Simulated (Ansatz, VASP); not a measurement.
One calculation of Mg, two programs

File INCAR:

```
SYSTEM = Mg
PREC = Accurate ; ENCUT = 520
EDIFF = 1E-6 ; ISMEAR = 0
SIGMA = 0.15 ; LREAL = .FALSE.
LASPH = .TRUE. ; NELM = 80
ALGO = Fast ; ISIF = 2
LWAVE = .FALSE. ; LCHARG = .FALSE.
GGA = PE ; NBANDS = 9
```

KPOINTS

```
Automatic mesh
0
G
  18 18 10
  0 0 0
```

File POSCAR:

```
Mg
1.0
    2.9525298099      0.0000000000      0.0000000000
   -1.4762649049      2.5569658208      0.0000000000
    0.0000000000      0.0000000000      5.4187432000
Mg
2
Direct
    0.3333333333      0.6666666667      0.2500000000
    0.6666666667      0.3333333333      0.7500000000
```

Input for Ansatz:

```yaml
crystal:
  lattice:
    - [2.9525298099, 0.0, 0.0]
    - [-1.4762649049, 2.5569658208, 0.0]
    - [0.0, 0.0, 5.4187432]
  atoms:
    - { symbol: Mg, position: [0.3333333333, 0.6666666667, 0.25] }
    - { symbol: Mg, position: [0.6666666667, 0.3333333333, 0.75] }
basis:
  ecutwfc: 420
kpoints:
  mp_grid: { grid: [18, 18, 10] }
hamiltonian:
  xc: pbe
scf:
  occupations: { method: gaussian, width: 0.15 }
output:
  forces: true
  stress: true
  eigenvalues: true
```

Change from the starting cell: strain -0.080 along x and y, +0.040 along z, atoms carried along.

Alike in both runs: task single point; functional PBE; k mesh 18 × 18 × 10; occupations gaussian, width 0.15 eV; no spin polarisation.

|  | VASP | Ansatz |
| --- | --- | --- |
| version | VASP 6.6.1 | Ansatz 0.2.0 |
| potentials or method | VASP PAW PBE potentials, release 64 (Mg), cutoff 520 eV | scalar-relativistic, plane waves, PAW |
| valence electrons in the cell | 4 | 20 |

Ansatz gave:

| Quantity | Value |
| --- | --- |
| gap on the k mesh at the Fermi level (eV) | none |
| pressure (GPa) | 6.2 |
| traceless stress, the component that is largest in VASP (GPa) | -5.56 |

Task: Estimate VASP's values.

Result: gap on the k mesh at the Fermi level (eV): none; pressure (GPa): 6.1; traceless stress, the component that is largest in VASP (GPa): -5.58.

A gap of «none» marks a metal or a gap that the smearing closes. With one functional, cell and mesh, what is left measures potentials, basis and numerics. VASP's potentials hold 4 valence electrons a cell and Ansatz's 20, so a difference there can come from the potentials and not from the codes.
